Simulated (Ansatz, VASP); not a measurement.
Given: the input of a run of Ansatz 0.2.0 on BeS.

Contents of input.yaml:

```yaml
crystal:
  lattice:
    - [0.0, 2.425, 2.425]
    - [2.425, 0.0, 2.425]
    - [2.425, 2.425, 0.0]
  atoms:
    - { symbol: S, position: [0.75, 0.75, 0.75] }
    - { symbol: Be, position: [0.0, 0.0, 0.0] }
kpoints:
  mp_grid: { grid: [5, 5, 5] }
scf:
  occupations: { method: fermi_dirac, width: 0.03 }
hamiltonian:
  xc: pbe
  pseudopotentials: { kind: all_electron, lapw: { basis_error: 0.002 } }
output:
  forces: true
  stress: true
  eigenvalues: true
```

Potentials or basis: all-electron LAPW, scalar-relativistic.

Run with:

```console
$ ansatz run input.yaml --threads 1 --pin off --max-ram 3072MiB --backend cpu --events-out ev --progress --plain --runs-dir out
```

**Question.** Set up the same calculation for VASP 6.6.1. Potentials there: VASP PAW PBE potentials, release 64 (S, Be).

**Answer.** As run (the cutoff follows the program's own potentials):

Contents of INCAR:

```
SYSTEM = BeS
PREC = Accurate
ENCUT = 600
EDIFF = 1E-6
ISMEAR = -1
SIGMA = 0.03
LREAL = .FALSE.
LASPH = .TRUE.
NELM = 120
ALGO = Normal
ISIF = 2
LWAVE = .FALSE.
LCHARG = .TRUE.
GGA = PE
LELF = .TRUE.
LVHAR = .TRUE.
NBANDS = 11
GGA_COMPAT = .FALSE.
```

File KPOINTS:

```
regular mesh
0
G
  5 5 5
  0 0 0
```

Contents of POSCAR:

```
BeS
1.0
    0.0000000000      2.4250000000      2.4250000000
    2.4250000000      0.0000000000      2.4250000000
    2.4250000000      2.4250000000      0.0000000000
S Be
1 1
Direct
    0.7500000000      0.7500000000      0.7500000000
    0.0000000000      0.0000000000      0.0000000000
```

Potentials or basis: VASP PAW PBE potentials, release 64 (S, Be).

Run with:

```bash
$ cat potpaw_PBE.64/S/POTCAR potpaw_PBE.64/Be/POTCAR > POTCAR
$ mpirun -np 1 vasp_std > vasp.out
```

Both were run:

|  | VASP | Ansatz | Ansatz less VASP |
| --- | --- | --- | --- |
| gap on the k mesh at the Fermi level (eV) | 3.40 | 3.40 | -0.001 |
| least direct gap on the mesh (eV) | 5.67 | 5.65 | -0.016 |
| pressure (GPa) | 1.7 | 1.7 | -0.06 |

Ansatz ran all-electron here, and VASP with PAW potentials.

The k mesh is coarse, so the values compare programs but aren't converged.
